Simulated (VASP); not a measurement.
A run of VASP 6.6.1 is set up as follows.

The input INCAR:

```
  PREC = Accurate
  ENCUT = 520
  EDIFF = 1E-6
  ISMEAR = 0
  SIGMA = 0.05
  LREAL = F
  LASPH = T
  NELM = 150
  ALGO = Normal
  ISIF = 2
  LWAVE = F
  LCHARG = F
  ISPIN = 2
  MAGMOM = 7.52 0
  LORBIT = 11
  LMAXMIX = 6
  GGA = PS
  NBANDS = 22
```

Contents of KPOINTS:

```
Automatic mesh
0
Gamma
  10 10 10
```

POSCAR

```
GdN
1.0
    3.3288484850      0.0000000000      0.0000000000
   -1.6644242425      2.8828673534      0.0000000000
    0.0000000000      0.0000000000      3.0320129374
Gd N
1 1
Direct
    0.0000000000      0.0000000000      0.0000000000
    0.6666666667      0.3333333333      0.5000000000
```

Potentials or basis: VASP PAW PBE potentials, release 64 (Gd, N).

The run is started by

```console
$ cat potpaw_PBE.64/Gd/POTCAR potpaw_PBE.64/N/POTCAR > POTCAR
$ mpirun -np 1 vasp_std > vasp.out
```

(1) Estimate the pressure.

(2) What does it give for the net moment?

Results:

(1) 3.3 GPa.

(2) 7.00 μB per cell.

Caveat: the cell stands under pressure; the PAW data sets were made with another functional, which shifts forces and pressure a little; a cell with one magnetic atom can't hold antiferromagnetic order, which such compounds often take.
